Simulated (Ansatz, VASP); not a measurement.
## Bi in VASP and in Ansatz

The input INCAR:

```
ALGO = Normal
EDIFF = 1E-6
ENCUT = 520
GGA = PE
ISIF = 2
ISMEAR = -1
LASPH = True
LCHARG = True
LELF = True
LREAL = False
LVHAR = True
LWAVE = False
NBANDS = 22
NELM = 100
PREC = Accurate
SIGMA = 0.03
```

Contents of KPOINTS:

```
k-points
0
Gamma
  11 11 11
```

Contents of POSCAR:

```
Bi
1.0
    2.2729996784      1.3123169762      3.9540000000
   -2.2729996784      1.3123169762      3.9540000000
    0.0000000000     -2.6246339523      3.9540000000
Bi
2
Direct
    0.2338900000      0.2338900000      0.2338900000
    0.7661100000      0.7661100000      0.7661100000
```

Input for Ansatz:

```yaml
crystal:
  lattice:
    - [2.2729996784, 1.3123169762, 3.954]
    - [-2.2729996784, 1.3123169762, 3.954]
    - [0.0, -2.6246339523, 3.954]
  atoms:
    - { symbol: Bi, position: [0.23389, 0.23389, 0.23389] }
    - { symbol: Bi, position: [0.76611, 0.76611, 0.76611] }
kpoints:
  mp_grid: { grid: [11, 11, 11] }
  band_path:
    path:
      - [0.0, 0.0, 0.0]
      - [0.5, 0.5, 0.5]
      - [0.7598966753, 0.2401033247, 0.5]
      - [0.5, -0.2401033247, 0.2401033247]
      - [0.5, 0.0, 0.0]
      - [0.0, 0.0, 0.0]
      - [0.3700516624, -0.3700516624, 0.0]
      - [0.6299483376, 0.0, 0.3700516624]
      - [0.5, 0.0, 0.5]
    npoints: 5
scf:
  occupations: { method: fermi_dirac, width: 0.03 }
hamiltonian:
  xc: pbe
  pseudopotentials:
    kind: all_electron
    lapw: { basis_error: 0.00025 }
    relativity: none
output:
  forces: true
  stress: true
  eigenvalues: true
```

Alike in both runs: task single point; functional PBE; k mesh 11 × 11 × 11; occupations fermi-dirac, width 0.03 eV; no spin polarisation.

|  | VASP | Ansatz |
| --- | --- | --- |
| version | VASP 6.6.1 | Ansatz 0.2.0 |
| potentials or method | VASP PAW PBE potentials, release 64 (Bi_d), cutoff 520 eV | all-electron LAPW, non-relativistic |

VASP gave:

| Property | Result |
| --- | --- |
| pressure (GPa) | 1.7 |
| traceless stress, the component that is largest in VASP (GPa) | 0.08 |
| rms of the force components (eV/Å) | 0.114 |

Task: Which values does Ansatz return?

Result: Pressure (GPa): 4.0; traceless stress, the component that is largest in VASP (GPa): -0.72; rms of the force components (eV/Å): 0.302.

Atom by atom the forces differ by 0.188 eV/Å (rms over components). One of these differences is far larger than is usual between the two programs; its cause wasn't traced. Ansatz ran all-electron here, and VASP with PAW potentials.

Spin-orbit coupling is off throughout.
